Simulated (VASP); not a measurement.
Pt, 1 atom in the cell. It takes space group I4/mmm (No. 139, tetragonal). The conventional cell has a = 3.168 Å, b = 3.168 Å, c = 3.073 Å, α = 90.00°, β = 90.00°, γ = 90.00°. Within 3.6 Å of Pt (site symmetry 4/mmm) lie 14 Pt at 2.72 to 3.17 Å.  This cell differs from its parent crystal: strain +0.000 along x and y, -0.030 along z.

```yaml
Program: VASP 6.6.1
Task: single point
Functional: LDA
Potentials_or_basis: VASP PAW LDA potentials, release 64 (Pt)
Cutoff: 520 eV
k_mesh: 22 × 22 × 22
Occupations: gaussian, width 0.15 eV
Spin: no spin polarisation
Dipole_correction: no
Further_INCAR_settings: ALGO = Fast; EDIFF = 1e-06; NBANDS = 11
```

Potentials or basis: VASP PAW LDA potentials, release 64 (Pt).

Command:

```sh
$ cat potpaw_LDA.64/Pt/POTCAR > POTCAR
$ mpirun -np 1 vasp_std > vasp.out
```

Hardware: 1 thread of Intel Xeon 8259CL (shared host).

Question: Estimate the wall time of this run.

Answer: Run time: 2.7 min on 1 thread of Intel Xeon 8259CL, on a shared host, peak memory 0.25 GiB. Counts: scf iterations 13, k points 834.
